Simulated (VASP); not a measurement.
KBr:

```
K Br
1.0
     0.00000    3.29250    3.29250
     3.29250    0.00000    3.29250
     3.29250    3.29250    0.00000
K Br
1 1
Direct
  0.00000 0.00000 0.00000
  0.50000 0.50000 0.50000
```

Base run:

- Program: VASP 6.6.1
- Functional: PBEsol
- Potentials or basis: VASP PAW PBE potentials, release 64 (K_sv, Br)
- Cutoff: 500 eV
- k mesh: 7 × 7 × 7
- Occupations: fermi-dirac, width 0.01 eV
- Spin: no spin polarisation

Its results: band gap on the k mesh 4.30 eV; pressure -0.2 GPa.

Task: The run is repeated on the same cell with these changes: functional from PBEsol to r2SCAN; cutoff from 500 eV to 550 eV. What comes out?

Result: Band gap on the k mesh 5.10 eV; pressure 0.2 GPa.

Caveats: the PAW data sets were made with another functional, which shifts forces and pressure a little; an odd mesh through Γ misses points on the zone boundary, where band edges can lie (at least some runs).
